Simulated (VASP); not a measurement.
Wanted: the native input for a VASP 6.6.1 run.

* Task: relaxation of the atoms
* Functional: PBE
* Potentials or basis: VASP PAW PBE potentials, release 64 (Rh_pv)
* Cutoff: 450 eV
* k mesh: 7 × 7 × 4
* Occupations: methfessel-paxton, width 0.1 eV
* Spin: no spin polarisation
* Dipole correction: no
* Further INCAR settings: ALGO = Normal; EDIFF = 1e-07; IBRION = 2; EDIFFG = -0.01; NSW = 80

The structure of Rh lies in POSCAR:

```
Rh
1.0
    2.7309800000      0.0000000000      0.0000000000
   -1.3654900000      2.3651000000      0.0000000000
    0.0000000000      0.0000000000      4.4284900000
Rh
2
Direct
    0.6666666667      0.3333333333      0.7500000000
    0.3333333333      0.6666666667      0.2500000000
```

This isn't the form of Rh at room conditions, which is fcc.

One way to write it, as run:

INCAR

```
SYSTEM = Rh
ALGO = Normal
EDIFF = 1E-7
EDIFFG = -0.01
ENCUT = 450
GGA = PE
GGA_COMPAT = .FALSE.
IBRION = 2
ISIF = 2
ISMEAR = 1
LASPH = .TRUE.
LCHARG = .FALSE.
LREAL = .FALSE.
LWAVE = .FALSE.
NELM = 120
NELMIN = 4
NSW = 80
PREC = Accurate
SIGMA = 0.1
```

KPOINTS

```
k-points
0
G
  7 7 4
  0 0 0
```

Potentials or basis: VASP PAW PBE potentials, release 64 (Rh_pv).

Command:

```bash
$ cat potpaw_PBE.64/Rh_pv/POTCAR > POTCAR
$ mpirun -np 1 vasp_std > vasp.out
```

Results of the run:

* Pressure after relaxing: -4.5 GPa
* Band gap on the k mesh: zero (bands 15 and 16 overlap by 1.97 eV)

Caveat: the k points lie up to 0.38 Å⁻¹ apart, too coarse for converged energies and pressures of a metal; the relaxation stopped at its first step, so nothing moved.

It took 4.6 s on 1 thread of Intel(R) Xeon(R) 6975P-C (Granite Rapids), with other jobs on the host, peak memory 0.14 GiB.
